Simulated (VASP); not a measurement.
# Cd in VASP: settings compared

Aim: see how the results for Cd move with the level of theory and the settings. Levels: PBE, PBEsol. Tasks: single point.

Everything below comes from runs of VASP 6.6.1. Logs are shortened: lines on timing, memory, paths and dates and some standing lists are left out, and cuts for length are marked.

## (1) The cell of the first run

The typed cell holds 2 atoms: a = 2.979 Å, b = 2.979 Å, c = 5.618 Å, α = 90.00°, β = 90.00°, γ = 120.00°.

## (2) Single point, PBE (atoms moved at random)

INCAR reads:

```
  ALGO = Fast
  EDIFF = 1E-6
  ENCUT = 520
  GGA = PE
  ISIF = 2
  ISMEAR = -1
  LASPH = T
  LCHARG = T
  LELF = T
  LREAL = F
  LVHAR = T
  LWAVE = F
  NBANDS = 19
  NELM = 100
  PREC = Accurate
  SIGMA = 0.05
```

KPOINTS reads:

```
k-points
0
Gamma
  10 10 5
```

POSCAR reads:

```
Cd
1.0
    2.9788700000      0.0000000000      0.0000000000
   -1.4894350000      2.5797770946      0.0000000000
    0.0000000000      0.0000000000      5.6176500000
Cd
2
Direct
    0.6558780000      0.3294790000      0.7612670000
    0.3121480000      0.6811190000      0.2579970000
```

Potentials or basis: VASP PAW PBE potentials, release 64 (Cd).

Launch:

```console
cat potpaw_PBE.64/Cd/POTCAR > POTCAR
mpirun -np 1 vasp_std > vasp.out
```

OUTCAR:

```text
EDIFF = 1E-6
   ENCUT = 520
   GGA = PE
   ISIF = 2
   ISMEAR = -1
   LASPH = T
   LREAL = F
   NELM = 100
   PREC = Accurate

 ion  position               nearest neighbor table
   1  0.656  0.329  0.761-   2 3.25   2 3.26   2 3.29   2 3.30   2 3.32   2 3.35
   2  0.312  0.681  0.258-   1 3.25   1 3.26   1 3.29   1 3.30   1 3.32   1 3.35

  LATTYP: Found a hexagonal cell.
 ALAT       =     2.9788700000
 C/A-ratio  =     1.8858325472

  Lattice vectors:

 A1 = (   2.9788700000,   0.0000000000,   0.0000000000)
 A2 = (  -1.4894350000,   2.5797770946,   0.0000000000)
 A3 = (   0.0000000000,   0.0000000000,   5.6176500000)

Analysis of symmetry for initial positions (statically):
=====================================================================
 Subroutine PRICEL returns:
 Original cell was already a primitive cell.

 Routine SETGRP: Setting up the symmetry group for a
 hexagonal supercell.

 Subroutine GETGRP returns: Found  2 space group operations
 (whereof  1 operations were pure point group operations)
 out of a pool of 24 trial point group operations.

The static configuration has the point symmetry C_1 .
 The point group associated with its full space group is S_2 .

Analysis of symmetry for dynamics (positions and initial velocities):
=====================================================================
 Subroutine PRICEL returns:
 Original cell was already a primitive cell.

 Routine SETGRP: Setting up the symmetry group for a
 hexagonal supercell.

 Subroutine GETGRP returns: Found  2 space group operations
 (whereof  1 operations were pure point group operations)
 out of a pool of 24 trial point group operations.

The dynamic configuration has the point symmetry C_1 .
 The point group associated with its full space group is S_2 .

 Subroutine INISYM returns: Found  2 space group operations
 (whereof  1 operations are pure point group operations),
 and found     1 'primitive' translations

----------------------------------------------------------------------------------------

                                     Primitive cell

  volume of cell :      43.1706

  direct lattice vectors                    reciprocal lattice vectors
     2.978870000  0.000000000  0.000000000     0.335697765  0.193815195  0.000000000
    -1.489435000  2.579777095  0.000000000     0.000000000  0.387630389  0.000000000
     0.000000000  0.000000000  5.617650000     0.000000000  0.000000000  0.178010378

  length of vectors
     2.978870000  2.978870000  5.617650000     0.387630390  0.387630389  0.178010378

  position of ions in fractional coordinates (direct lattice)
     0.655878000  0.329479000  0.761267000
     0.312148000  0.681119000  0.257997000

  ion indices of the primitive-cell ions
   primitive index   ion index
                 1           1
                 2           2

----------------------------------------------------------------------------------------

 KPOINTS: k-points

Automatic generation of k-mesh.
 Grid dimensions read from file:
 generate k-points for:   10   10    5

 Generating k-lattice:

  Cartesian coordinates                     Fractional coordinates (reciprocal lattice)
     0.033569776  0.019381519  0.000000000     0.100000000  0.000000000  0.000000000
     0.000000000  0.038763039  0.000000000     0.000000000  0.100000000  0.000000000
     0.000000000  0.000000000  0.035602076     0.000000000  0.000000000  0.200000000

  Length of vectors
     0.038763039  0.038763039  0.035602076

  Shift w.r.t. Gamma in fractional coordinates (k-lattice)
     0.000000000  0.000000000  0.000000000

 Subroutine IBZKPT returns following result:
 ===========================================

 Found    252 irreducible k-points:

 Following reciprocal coordinates:
            Coordinates               Weight
  0.000000  0.000000  0.000000      1.000000
  0.100000  0.000000  0.000000      2.000000
  0.000000  0.100000  0.000000      2.000000
 -0.100000  0.100000  0.000000      2.000000
  0.200000  0.000000  0.000000      2.000000
  0.000000  0.200000  0.000000      2.000000
[... 16 lines left out ...]
 -0.200000  0.300000  0.000000      2.000000
  0.100000  0.200000  0.000000      2.000000
 [... further k-points ...]
   k-points           NKPTS =    252   k-points in BZ     NKDIM =    252   number of bands    NBANDS=     19
   number of dos      NEDOS =    301   number of ions     NIONS =      2
   total plane-waves  NPLWV =  24192
   dimension x,y,z NGX =    24 NGY =   24 NGZ =   42
   dimension x,y,z NGXF=    48 NGYF=   48 NGZF=   84
   ions per type =               2
   NGX,Y,Z   is equivalent  to a cutoff of  13.39, 13.39, 12.43 a.u.
   NGXF,Y,Z  is equivalent  to a cutoff of  26.79, 26.79, 24.86 a.u.
 SYSTEM =  unknown system
   PREC   = accura    normal or accurate (medium, high low for compatibility)
   ISTART =      0    job   : 0-new  1-cont  2-samecut
   ICHARG =      2    charge: 1-file 2-atom 10-const
   ISPIN  =      1    spin polarized calculation?
   LNONCOLLINEAR =      F non collinear calculations
   LSORBIT =      F    spin-orbit coupling
   LASPH  =      T    aspherical Exc in radial PAW
   ENCUT  =  520.0 eV  38.22 Ry    6.18 a.u.   5.54  5.54 10.45*2*pi/ulx,y,z
   NELM   =    100;   NELMIN=  2; NELMDL= -5     # of ELM steps
   EDIFF  = 0.1E-05   stopping-criterion for ELM
   LREAL  =      F    real-space projection
   EDIFFG = 0.1E-04   stopping-criterion for IOM
   NSW    =      0    number of steps for IOM
   IBRION =     -1    ionic relax: 0-MD 1-quasi-New 2-CG
   NFREE  =      0    steps in history (QN), initial steepest desc. (CG)
   ISIF   =      2    stress and relaxation
   ISYM   =      2    0-nonsym 1-usesym 2-fastsym
   POTIM  = 0.5000    time-step for ionic-motion
   TEBEG  =    0.0;   TEEND  =   0.0 temperature during run
   PSTRESS=    0.0 pullay stress
   NELECT =      24.0000    total number of electrons
   NUPDOWN=      -1.0000    fix difference up-down
   EMIN   =  10.00;   EMAX   =-10.00  energy-range for DOS
   EFERMI =   0.00;   METHOD = LEGACY
   ISMEAR =    -1;   SIGMA  =   0.05  broadening in eV -4-tet -1-fermi 0-gaus
   EFERMI_NEDOS =   21; number of points for ismear=-14 and -15
   IALGO  =     68    algorithm
   IMIX   =      4    mixing-type and parameters
     AMIX     =   0.40;   BMIX     =  1.00
     AMIX_MAG =   1.60;   BMIX_MAG =  1.00
  volume/ion in A,a.u.               =      21.59       145.66
  Fermi-wavevector in a.u.,A,eV,Ry     =   1.346116  2.543790 24.654136  1.812028
  Thomas-Fermi vector in A             =   2.473974
   LORBIT       =      0    0 simple, 1 ext, 2 COOP (PROOUT), +10 PAW based schemes
   GGA     = PE    functional components
   LHFCALC =     F    Hartree Fock is set to
   AEXX    =    0.0000 exact exchange contribution
   IVDW    =     0    specifies the selected vdW correction
   LEPSILON=     F    determine dielectric tensor
   LRPA    =     F    only Hartree local field effects (RPA)
 non-spin polarized calculation
 RMM-DIIS sequential band-by-band and
  energy-cutoff  :      520.00
  volume of cell :       43.17
 maximum number of plane-waves:      1185
 NGX is ok and might be reduce to    24
   NGX = 11   NGY = 11   NGZ = 21

 number of electron      24.0000002 magnetization

 Free energy of the ion-electron system (eV)
  ---------------------------------------------------
  ext. energy  EPLUGINS =         0.00000000
  ---------------------------------------------------
  free energy    TOTEN  =        -1.48054448 eV

  energy without entropy =       -1.47840935  energy(sigma->0) =       -1.47947691

 E-fermi :   2.8540     XC(G=0): -11.0329

 val. band max:        2.8382140029   @ k =  -0.3000   0.3000   0.0000
 cond. band min:       2.8724031720   @ k =   0.3000   0.0000   0.0000
 fundamental gap:      0.0341891692
 Fermi energy:         2.8540382160

 k-point     1 :       0.0000    0.0000    0.0000
  band No.  band energies     occupation
      1      -6.9165      2.00000
      2      -6.6520      2.00000
      3      -6.2878      2.00000
      4      -6.2791      2.00000
      5      -6.2373      2.00000
      6      -6.2283      2.00000
[... 11 lines left out ...]
     18      18.0221      0.00000
     19      18.6391      0.00000

 k-point     2 :       0.1000    0.0000    0.0000
  band No.  band energies     occupation
      1      -6.8184      2.00000
      2      -6.5701      2.00000
      3      -6.3205      2.00000
      4      -6.2604      2.00000
      5      -6.1904      2.00000
      6      -6.1460      2.00000
[... 11 lines left out ...]
     18      17.7815      0.00000
     19      19.1245      0.00000

 k-point     3 :       0.0000    0.1000    0.0000
  band No.  band energies     occupation
      1      -6.8179      2.00000
      2      -6.5710      2.00000
      3      -6.3219      2.00000
      4      -6.2577      2.00000
      5      -6.1896      2.00000
      6      -6.1472      2.00000
[... 11 lines left out ...]
     18      17.7794      0.00000
     19      19.1306      0.00000

 k-point     4 :      -0.1000    0.1000    0.0000
  band No.  band energies     occupation
      1      -6.8217      2.00000
      2      -6.5651      2.00000
      3      -6.3133      2.00000
      4      -6.2725      2.00000
      5      -6.1963      2.00000
      6      -6.1405      2.00000
[... 11 lines left out ...]
     18      17.7950      0.00000
     19      19.1115      0.00000

 k-point     5 :       0.2000    0.0000    0.0000
  band No.  band energies     occupation
      1      -6.7254      2.00000
      2      -6.4916      2.00000
      3      -6.3712      2.00000
      4      -6.1749      2.00000
      5      -6.0896      2.00000
      6      -5.9442      2.00000
[... 11 lines left out ...]
     18      16.1225      0.00000
     19      16.4834      0.00000
[... 334 lines left out ...]
      2      -6.4780      2.00000
      3      -6.3380      2.00000
      4      -6.2575      2.00000
      5      -6.1266      2.00000
      6      -6.0660      2.00000
[... 11 lines left out ...]
     18      15.9544      0.00000
     19      16.0226      0.00000

 k-point    22 :      -0.3000    0.2000    0.0000
  band No.  band energies     occupation
      1      -6.6849      2.00000
      2      -6.4839      2.00000
      3      -6.3370      2.00000
      4      -6.2743      2.00000
      5      -6.1256      2.00000
      6      -6.0522      2.00000
[... 11 lines left out ...]
     18      15.9036      0.00000
     19      16.0104      0.00000

 k-point    23 :      -0.2000    0.3000    0.0000
  band No.  band energies     occupation
      1      -6.6850      2.00000
      2      -6.4839      2.00000
      3      -6.3369      2.00000
      4      -6.2729      2.00000
      5      -6.1251      2.00000
      6      -6.0559      2.00000
[... 11 lines left out ...]
     18      15.9001      0.00000
     19      16.0080      0.00000

 k-point    24 :       0.1000    0.2000    0.0000
  band No.  band energies     occupation
      1      -6.6804      2.00000
      2      -6.4773      2.00000
      3      -6.3352      2.00000
      4      -6.2494      2.00000
      5      -6.1287      2.00000
      6      -6.0796      2.00000
[... 11 lines left out ...]
     18      15.9359      0.00000
     19      16.0061      0.00000

 [... further k-points ...]

------------------------ aborting loop because EDIFF is reached ----------------------------------------

  FORCE on cell =-STRESS in cart. coord.  units (eV):
  Direction    XX          YY          ZZ          XY          YZ          ZX
  --------------------------------------------------------------------------------------
  -------------------------------------------------------------------------------------
  Total        1.0673415      1.0378652      0.5265141     -0.0192305     -0.0021722      0.0023181
  in kB       39.6118884     38.5179458     19.5403414     -0.7136952     -0.0806160      0.0860304
  external PRESSURE =      32.5567252 kB  Pullay stress =       0.0000000 kB

 VOLUME and BASIS-vectors are now :
 -----------------------------------------------------------------------------
  energy-cutoff  :      520.00
  volume of cell :       43.17
      direct lattice vectors                 reciprocal lattice vectors
     2.978870000  0.000000000  0.000000000     0.335697765  0.193815195  0.000000000
    -1.489435000  2.579777095  0.000000000     0.000000000  0.387630389  0.000000000
     0.000000000  0.000000000  5.617650000     0.000000000  0.000000000  0.178010378

 POSITION                                       TOTAL-FORCE (eV/Angst)
 -----------------------------------------------------------------------------------
      1.46304      0.84998      4.27653        -0.017035      0.014773     -0.035064
     -0.08463      1.75714      1.44934         0.017035     -0.014773      0.035064
 -----------------------------------------------------------------------------------
    total drift:                                0.000010     -0.000027     -0.000066

  FREE ENERGIE OF THE ION-ELECTRON SYSTEM (eV)
  ---------------------------------------------------
  free  energy   TOTEN  =        -1.4805444769 eV

  energy  without entropy=       -1.4784093484  energy(sigma->0) =       -1.47947691
```

Run time: 77 s. Hardware: 1 thread of Intel Xeon Platinum 8488C (Sapphire Rapids), shared host; peak memory 0.28 GiB.

Results:

```yaml
Free_energy: -1.4805 eV
Pressure: 3.3 GPa
Largest_force: 0.042 eV/Å
Band_gap_on_the_k_mesh: zero (band 12 reaches 4.04 eV, above the bottom of band 13 at -0.05 eV)
```

Forces in eV/Å, atoms in the order of the input:
```
Cd  -0.017  0.015 -0.035
Cd   0.017 -0.015  0.035
```

Stress tensor (GPa, compression positive):
```
 3.96 -0.07  0.01
-0.07  3.85 -0.01
 0.01 -0.01  1.95
```

Caveat: the cell differs from its parent crystal (atoms moved at random).

(Part 1 of 2 ends here.)
